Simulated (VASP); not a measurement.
A run of VASP 6.6.1 is set up as follows.

The input INCAR:

```
PREC = Accurate
ENCUT = 520
EDIFF = 1E-6
ISMEAR = 0
SIGMA = 0.05
LREAL = False
LASPH = True
NELM = 100
ALGO = Normal
ISIF = 2
LWAVE = False
LCHARG = False
GGA = PE
IVDW = 12
NBANDS = 35
```

The input KPOINTS:

```
regular mesh
0
Gamma
  10 10 2
```

File POSCAR:

```
MoS2
1.0
    3.1612766540      0.0000000000      0.0000000000
   -1.5806383270      2.7377458908      0.0000000000
    0.0000000000      0.0000000000     12.3842913299
Mo S
2 4
Direct
    0.3333333333      0.6666666667      0.2500000000
    0.6666666667      0.3333333333      0.7500000000
    0.3333333333      0.6666666667      0.6236241623
    0.6666666667      0.3333333333      0.1236241623
    0.3333333333      0.6666666667      0.8763758377
    0.6666666667      0.3333333333      0.3763758377
```

Potentials or basis: VASP PAW PBE potentials, release 64 (Mo_sv, S).

Run with:

```bash
$ cat potpaw_PBE.64/Mo_sv/POTCAR potpaw_PBE.64/S/POTCAR > POTCAR
$ mpirun -np 1 vasp_std > vasp.out
```

(1) Predict the pressure.

(2) Estimate the largest force.

(3) What does it give for the dispersion energy per atom?

(4) What does it give for the band gap on the k mesh?

Answers

(1) -1.4 GPa.

(2) 0.016 eV/Å.

(3) -0.423 eV.

(4) 0.97 eV, indirect (least direct gap 1.90 eV).

**Experimental background.**

“Multiwavelength excitation Raman Scattering Analysis of bulk and 2 dimensional MoS2: Vibrational properties of atomically thin MoS2 layers”, 2015, arxiv:1506.03228 reports, for a bulk crystal of MoS2 at 300 K: band gap 1.3 eV (indirect).

Measured gap of MoS2: 1.3 eV (indirect; 300 K; “Multiwavelength excitation Raman Scattering Analysis of bulk and 2 dimensional MoS2: Vibrational properties of atomically thin MoS2 layers”, 2015, arxiv:1506.03228). This calculation gives 0.97 eV (-0.33 eV). Spin-orbit coupling on Mo is left out. The value is that of PBE+D3(BJ) on a finite k mesh, which can miss the band edges, without temperature or zero-point motion. Semilocal functionals fall short of measured gaps as a rule.
